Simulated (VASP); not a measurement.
Here is a VASP 6.6.1 calculation.

INCAR

```
SYSTEM = MnAl3
PREC = Accurate ; ENCUT = 600
EDIFF = 1E-6 ; ISMEAR = 0
SIGMA = 0.1 ; LREAL = .False.
LASPH = .True. ; NELM = 80
ALGO = Normal ; ISIF = 3
LWAVE = .False. ; LCHARG = .False.
GGA = PS ; IBRION = 2
NSW = 80 ; EDIFFG = -0.01
```

KPOINTS

```
regular mesh
0
Gamma
  12 12 12
  0 0 0
```

Contents of POSCAR:

```
MnAl3
1.0
    0.0000000000      3.0078250317      3.0078250317
    3.0078250317      0.0000000000      3.0078250317
    3.0078250317      3.0078250317      0.0000000000
Al Mn
3 1
Direct
    0.2500000000      0.2500000000      0.2500000000
    0.7500000000      0.7500000000      0.7500000000
    0.5000000000      0.5000000000      0.5000000000
    0.0000000000      0.0000000000      0.0000000000
```

Potentials or basis: VASP PAW PBE potentials, release 64 (Al, Mn_pv).

The run is started by

```bash
$ cat potpaw_PBE.64/Al/POTCAR potpaw_PBE.64/Mn_pv/POTCAR > POTCAR
$ mpirun -np 1 vasp_std > vasp.out
```

Problem. What does it give for the relaxed cell?

Solution. a = 4.236 Å, b = 4.236 Å, c = 4.236 Å, α = 60.00°, β = 60.00°, γ = 60.00°.

Problem. Estimate the relaxed volume.

Solution. 13.43 Å³/atom.

Step by step:
| step | energy change (eV) | largest force (eV/Å) | pressure (GPa) | volume (Å³) |
| --- | --- | --- | --- | --- |
| 1 | 0.0000 | 0.0000 | -1.64 | 54.42 |
| 2 | -0.0023 | 0.0000 | 1.08 | 53.33 |
| 3 | -0.0036 | 0.0000 | -0.01 | 53.74 |

Caveat: the PAW data sets were made with another functional, which shifts forces and pressure a little; the run has no spin polarisation, though such a crystal can be magnetic. Spin polarisation is off, so any magnetic state and its effect on volume and gap are missing.
